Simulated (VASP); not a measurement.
Wanted: the native input for a VASP 6.6.1 run.

```yaml
Task: single point
Functional: PBE
Potentials_or_basis: VASP PAW PBE potentials, release 64 (Al, Ni, Co)
Cutoff: 520 eV
k_mesh: 4 × 4 × 4
Occupations: gaussian, width 0.1 eV
Spin: collinear spin, ferromagnetic start
Starting_moments: "[0.0, 0.0, 0.0, 0.0, 0.0, 0.0, 0.0, 0.82] μB"
Dipole_correction: no
Further_INCAR_settings: ALGO = Fast; EDIFF = 1e-07; NBANDS = 40
```

The structure of Al4CoNi3 lies in POSCAR:

```
Al4CoNi3
1.0
   -2.8867732000      2.8867732000      2.8867732000
    2.8867732000     -2.8867732000      2.8867732000
    2.8867732000      2.8867732000     -2.8867732000
Al Ni Co
4 3 1
Direct
    0.0000000000      0.5000000000      0.0000000000
    0.5000000000      0.5000000000      0.5000000000
    0.0000000000      0.0000000000      0.5000000000
    0.5000000000      0.0000000000      0.0000000000
    0.5000000000      0.0000000000      0.5000000000
    0.5000000000      0.5000000000      0.0000000000
    0.0000000000      0.5000000000      0.5000000000
    0.0000000000      0.0000000000      0.0000000000
```

These files were run (other wordings do the same):

INCAR

```
PREC = Accurate
ENCUT = 520
EDIFF = 1E-7
ISMEAR = 0
SIGMA = 0.1
LREAL = F
LASPH = T
NELM = 150
ALGO = Fast
ISIF = 2
LWAVE = F
LCHARG = T
ISPIN = 2
MAGMOM = 0 0 0 0 0 0 0 0.82
LORBIT = 11
LMAXMIX = 4
GGA = PE
LELF = T
LVHAR = T
NBANDS = 40
```

KPOINTS

```
Automatic mesh
0
Gamma
  4 4 4
```

Potentials or basis: VASP PAW PBE potentials, release 64 (Al, Ni, Co).

The run is started by

```bash
$ cat potpaw_PBE.64/Al/POTCAR potpaw_PBE.64/Ni/POTCAR potpaw_PBE.64/Co/POTCAR > POTCAR
$ mpirun -np 1 vasp_std > vasp.out
```

It gave:

```
Pressure                                              : 0.0 GPa
Net moment                                            : 0.84 μB per cell
Site moments                                          : Al +0.00; Ni +0.09; Co +0.59 μB
Valence electrons inside the program's atomic spheres : Al 0.80; Ni 9.45; Co 8.38
```

Caveat: the k points lie up to 0.38 Å⁻¹ apart.

Run time: 2.1 min on 1 thread of Intel Xeon 6975P-C (shared host), peak memory 0.31 GiB.
